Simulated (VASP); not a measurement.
Crystal: ZrNbN2.

```xyz
4
Lattice="5.4973 0.0000 0.0000 4.5523 3.0816 0.0000 4.5523 1.3959 2.7473" Properties=species:S:1:pos:R:3 pbc="T T T"
Zr    7.3010    2.2387    1.3736
Nb    0.0000    0.0000    0.0000
N    10.9401    3.3546    2.0583
N     3.6619    1.1229    0.6890
```

- Program: VASP 6.6.1
- Task: relaxation of cell and atoms
- Functional: PBEsol
- Potentials or basis: VASP PAW PBE potentials, release 64 (Zr_sv, Nb_sv, N)
- Cutoff: 600 eV
- k mesh: 7 × 7 × 7
- Occupations: methfessel-paxton, width 0.05 eV
- Spin: no spin polarisation

At the start: pressure -12.7 GPa; volume 11.63 Å³/atom.

Question: Where does the relaxation end?

Answer: Over 7 steps the energy falls by 23.0 meV/atom and the volume is 11.09 Å³/atom (-4.7 %); space group R-3m (No. 166, to 0.05 Å).

The path:
```tsv
step	energy change (eV)	largest force (eV/Å)	pressure (GPa)	volume (Å³)
1	0.0000	0.1183	-12.68	46.54
2	0.2648	0.1700	32.58	40.61
3	-0.0898	0.1455	-0.30	44.45
4	-0.0899	0.1461	0.09	44.39
5	-0.0898	0.1464	0.37	44.35
6	-0.0920	0.0450	0.32	44.35
7	-0.0921	0.0272	0.31	44.36
```

Final structure:
```
Zr Nb N
1.0
     5.43974    0.01467    0.00900
     4.51292    3.03719    0.00900
     4.51292    1.38383    2.70364
Zr Nb N
1 1 2
Direct
  0.50000 0.50000 0.50000
  0.00000 0.00000 0.00000
  0.74862 0.74862 0.74862
  0.25138 0.25138 0.25138
```

Caveat: the PAW data sets were made with another functional, which shifts forces and pressure a little.
